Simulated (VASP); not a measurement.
# MgO in VASP: further runs, part 2 of 2

VASP 6.6.1. The steps go on from the part before.

## Step 3: Single point, r2SCAN (strain along [111] +3.6%)

POSCAR reads:

```
MgO
1.0
    0.0507323070      2.1528997238      2.1528997238
    2.1528997238      0.0507323070      2.1528997238
    2.1528997238      2.1528997238      0.0507323070
Mg O
1 1
Direct
    0.0000000000      0.0000000000      0.0000000000
    0.5000000000      0.5000000000      0.5000000000
```

INCAR.step1 reads:

```
ALGO     = Normal         # electronic algorithm
EDIFF    = 1E-5           # SCF threshold, eV
ENCUT    = 750            # plane-wave cutoff, eV
GGA      = PE             # functional
GGA_COMPAT= False        
ISMEAR   = 0              # smearing method
LASPH    = True           # aspherical terms in the spheres
LCHARG   = False          # write CHGCAR
LREAL    = False          # projectors in reciprocal space
LWAVE    = True           # write WAVECAR
NBANDS   = 15             # bands
NELM     = 120            # most SCF steps
PREC     = Accurate       # precision mode
SIGMA    = 0.01           # smearing width, eV
```

INCAR.step2 reads:

```
ALGO     = Normal         # electronic algorithm
EDIFF    = 1E-6           # SCF threshold, eV
ENCUT    = 750            # plane-wave cutoff, eV
GGA_COMPAT= False        
ISIF     = 2              # what is computed and relaxed
ISMEAR   = 0              # smearing method
ISTART   = 1            
LASPH    = True           # aspherical terms in the spheres
LCHARG   = False          # write CHGCAR
LMIXTAU  = True         
LREAL    = False          # projectors in reciprocal space
LWAVE    = False          # write WAVECAR
METAGGA  = R2SCAN         # meta-GGA
NBANDS   = 15             # bands
NELM     = 120            # most SCF steps
PREC     = Accurate       # precision mode
SIGMA    = 0.01           # smearing width, eV
```

KPOINTS reads:

```
k-points
0
Gamma
  10 10 10
```

Potentials or basis: VASP PAW PBE potentials, release 64 (Mg_sv, O).

Command:

```
$ cat potpaw_PBE.64/Mg_sv/POTCAR potpaw_PBE.64/O/POTCAR > POTCAR
$ cp INCAR.step1 INCAR
$ mpirun -np 1 vasp_std > vasp.out
$ cp INCAR.step2 INCAR
$ mpirun -np 1 vasp_std > vasp.out
```

OUTCAR:

```text
EDIFF = 1E-6
   ENCUT = 750
   ISIF = 2
   ISMEAR = 0
   ISTART = 1
   LASPH = True
   LREAL = False
   METAGGA = R2SCAN
   NELM = 120
   PREC = Accurate

 ion  position               nearest neighbor table
   1  0.000  0.000  0.000-
   2  0.500  0.500  0.500-

  LATTYP: Found a trigonal (rhomboedric) cell.
 ALAT       =     3.0450826275
 COS(alpha) =     0.5234193147

  Lattice vectors:

 A1 = (   0.0507323070,   2.1528997238,   2.1528997238)
 A2 = (   2.1528997238,   0.0507323070,   2.1528997238)
 A3 = (   2.1528997238,   2.1528997238,   0.0507323070)

Analysis of symmetry for initial positions (statically):
=====================================================================
 Subroutine PRICEL returns:
 Original cell was already a primitive cell.

 Routine SETGRP: Setting up the symmetry group for a
 trigonal (rhombohedral) supercell.

 Subroutine GETGRP returns: Found 12 space group operations
 (whereof 12 operations were pure point group operations)
 out of a pool of 12 trial point group operations.

The static configuration has the point symmetry D_3d.

Analysis of symmetry for dynamics (positions and initial velocities):
=====================================================================
 Subroutine PRICEL returns:
 Original cell was already a primitive cell.

 Routine SETGRP: Setting up the symmetry group for a
 trigonal (rhombohedral) supercell.

 Subroutine GETGRP returns: Found 12 space group operations
 (whereof 12 operations were pure point group operations)
 out of a pool of 12 trial point group operations.

The dynamic configuration has the point symmetry D_3d.

 Subroutine INISYM returns: Found 12 space group operations
 (whereof 12 operations are pure point group operations),
 and found     1 'primitive' translations

----------------------------------------------------------------------------------------

                                     Primitive cell

  volume of cell :      19.2520

  direct lattice vectors                    reciprocal lattice vectors
     0.050732307  2.152899724  2.152899724    -0.240619540  0.235079965  0.235079965
     2.152899724  0.050732307  2.152899724     0.235079965 -0.240619540  0.235079965
     2.152899724  2.152899724  0.050732307     0.235079965  0.235079965 -0.240619540

  length of vectors
     3.045082628  3.045082628  3.045082628     0.410393644  0.410393644  0.410393644

  position of ions in fractional coordinates (direct lattice)
     0.000000000  0.000000000  0.000000000
     0.500000000  0.500000000  0.500000000

  ion indices of the primitive-cell ions
   primitive index   ion index
                 1           1
                 2           2

----------------------------------------------------------------------------------------

 KPOINTS: k-points

Automatic generation of k-mesh.
 Grid dimensions read from file:
 generate k-points for:   10   10   10

 Generating k-lattice:

  Cartesian coordinates                     Fractional coordinates (reciprocal lattice)
[... 22 lines left out ...]
  0.500000 -0.000000 -0.000000      3.000000
[... 16 lines left out ...]
  0.300000  0.300000 -0.000000      6.000000
  0.400000  0.300000 -0.000000     12.000000
 [... further k-points ...]
   k-points           NKPTS =    116   k-points in BZ     NKDIM =    116   number of bands    NBANDS=     15
   number of dos      NEDOS =    301   number of ions     NIONS =      2
   total plane-waves  NPLWV =  21952
   dimension x,y,z NGX =    28 NGY =   28 NGZ =   28
   dimension x,y,z NGXF=    56 NGYF=   56 NGZF=   56
   ions per type =               1   1
   NGX,Y,Z   is equivalent  to a cutoff of  15.29, 15.29, 15.29 a.u.
   NGXF,Y,Z  is equivalent  to a cutoff of  30.57, 30.57, 30.57 a.u.
 SYSTEM =  unknown system
   PREC   = accura    normal or accurate (medium, high low for compatibility)
   ISTART =      1    job   : 0-new  1-cont  2-samecut
   ICHARG =      0    charge: 1-file 2-atom 10-const
   ISPIN  =      1    spin polarized calculation?
   LNONCOLLINEAR =      F non collinear calculations
   LSORBIT =      F    spin-orbit coupling
   LASPH  =      T    aspherical Exc in radial PAW
   ENCUT  =  750.0 eV  55.12 Ry    7.42 a.u.   6.80  6.80  6.80*2*pi/ulx,y,z
   NELM   =    120;   NELMIN=  2; NELMDL=  0     # of ELM steps
   EDIFF  = 0.1E-05   stopping-criterion for ELM
   LREAL  =      F    real-space projection
   EDIFFG = 0.1E-04   stopping-criterion for IOM
   NSW    =      0    number of steps for IOM
   IBRION =     -1    ionic relax: 0-MD 1-quasi-New 2-CG
   NFREE  =      0    steps in history (QN), initial steepest desc. (CG)
   ISIF   =      2    stress and relaxation
   ISYM   =      2    0-nonsym 1-usesym 2-fastsym
   POTIM  = 0.5000    time-step for ionic-motion
   TEBEG  =    0.0;   TEEND  =   0.0 temperature during run
   PSTRESS=    0.0 pullay stress
   NELECT =      16.0000    total number of electrons
   NUPDOWN=      -1.0000    fix difference up-down
   EMIN   =  10.00;   EMAX   =-10.00  energy-range for DOS
   EFERMI =   0.00;   METHOD = LEGACY
   ISMEAR =     0;   SIGMA  =   0.01  broadening in eV -4-tet -1-fermi 0-gaus
   EFERMI_NEDOS =   21; number of points for ismear=-14 and -15
   IALGO  =     38    algorithm
   IMIX   =      4    mixing-type and parameters
     AMIX     =   0.40;   BMIX     =  1.00
     AMIX_MAG =   1.60;   BMIX_MAG =  1.00
  volume/ion in A,a.u.               =       9.63        64.96
  Fermi-wavevector in a.u.,A,eV,Ry     =   1.539181  2.908630 32.233261  2.369078
  Thomas-Fermi vector in A             =   2.645445
   LORBIT       =      0    0 simple, 1 ext, 2 COOP (PROOUT), +10 PAW based schemes
   METAGGA = R2SCAN    functional components
   LHFCALC =     F    Hartree Fock is set to
   AEXX    =    0.0000 exact exchange contribution
   IVDW    =     0    specifies the selected vdW correction
   LEPSILON=     F    determine dielectric tensor
   LRPA    =     F    only Hartree local field effects (RPA)
 non-spin polarized calculation
 Gauss-broadening in eV      SIGMA  =   0.01
  energy-cutoff  :      750.00
  volume of cell :       19.25
 maximum number of plane-waves:       926
   NGX = 13   NGY = 13   NGZ = 13

 number of electron      15.9999999 magnetization

 Free energy of the ion-electron system (eV)
  ---------------------------------------------------
  ext. energy  EPLUGINS =         0.00000000
  ---------------------------------------------------
  free energy    TOTEN  =       -16.13919699 eV

  energy without entropy =      -16.13919699  energy(sigma->0) =      -16.13919699

 E-fermi :   2.5648     XC(G=0): -11.8752

 val. band max:        2.3991077880   @ k =   0.0000   0.0000   0.0000
 cond. band min:       7.6347384168   @ k =   0.0000   0.0000   0.0000
 fundamental gap:      5.2356306288
 Fermi energy:         2.5647587171

 k-point     1 :       0.0000    0.0000    0.0000
  band No.  band energies     occupation
      1     -72.7934      2.00000
      2     -37.8917      2.00000
      3     -37.8917      2.00000
      4     -37.8775      2.00000
      5     -15.7322      2.00000
      6       2.1236      2.00000
      7       2.3991      2.00000
      8       2.3991      2.00000
      9       7.6347      0.00000
     10      18.3394      0.00000
     11      19.3346      0.00000
     12      19.3346      0.00000
     13      22.9673      0.00000
     14      24.8269      0.00000
[... 401 lines left out ...]
      2     -37.9422      2.00000
      3     -37.9125      2.00000
      4     -37.8980      2.00000
      5     -14.5869      2.00000
      6      -1.1454      2.00000
      7       1.1057      2.00000
      8       1.1591      2.00000
      9      12.4700      0.00000
     10      13.5154      0.00000
     11      16.8144      0.00000
     12      21.2173      0.00000
     13      21.8934      0.00000
     14      28.2161      0.00000
     15      30.1583      0.00000

 [... further k-points ...]

------------------------ aborting loop because EDIFF is reached ----------------------------------------

  FORCE on cell =-STRESS in cart. coord.  units (eV):
  Direction    XX          YY          ZZ          XY          YZ          ZX
  --------------------------------------------------------------------------------------
  -------------------------------------------------------------------------------------
  Total       -0.6672126     -0.6672126     -0.6672126     -0.4629375     -0.4629375     -0.4629375
  in kB      -55.5263737    -55.5263737    -55.5263737    -38.5263168    -38.5263168    -38.5263168
  external PRESSURE =     -55.5263737 kB  Pullay stress =       0.0000000 kB

 VOLUME and BASIS-vectors are now :
 -----------------------------------------------------------------------------
  energy-cutoff  :      750.00
  volume of cell :       19.25
      direct lattice vectors                 reciprocal lattice vectors
     0.050732307  2.152899724  2.152899724    -0.240619540  0.235079965  0.235079965
     2.152899724  0.050732307  2.152899724     0.235079965 -0.240619540  0.235079965
     2.152899724  2.152899724  0.050732307     0.235079965  0.235079965 -0.240619540

 POSITION                                       TOTAL-FORCE (eV/Angst)
 -----------------------------------------------------------------------------------
      0.00000      0.00000      0.00000         0.000000      0.000000      0.000000
      2.17827      2.17827      2.17827        -0.000000      0.000000     -0.000000
 -----------------------------------------------------------------------------------
    total drift:                                0.000000      0.000000      0.000000

  FREE ENERGIE OF THE ION-ELECTRON SYSTEM (eV)
  ---------------------------------------------------
  free  energy   TOTEN  =       -16.1391969939 eV

  energy  without entropy=      -16.1391969939  energy(sigma->0) =      -16.13919699
```

It took 1.7 min on 1 thread of Intel Xeon 6975P-C (Granite Rapids), shared host; peak memory 0.19 GiB.

What came out:

| Quantity | Value |
| --- | --- |
| Free energy | -16.1392 eV |
| Pressure | -5.6 GPa |
| Band gap on the k mesh | 5.24 eV |

Caveat: the cell differs from its parent crystal (strain along [111] +3.6%); the cell stands under tension; the PAW data sets were made with another functional, which shifts forces and pressure a little.
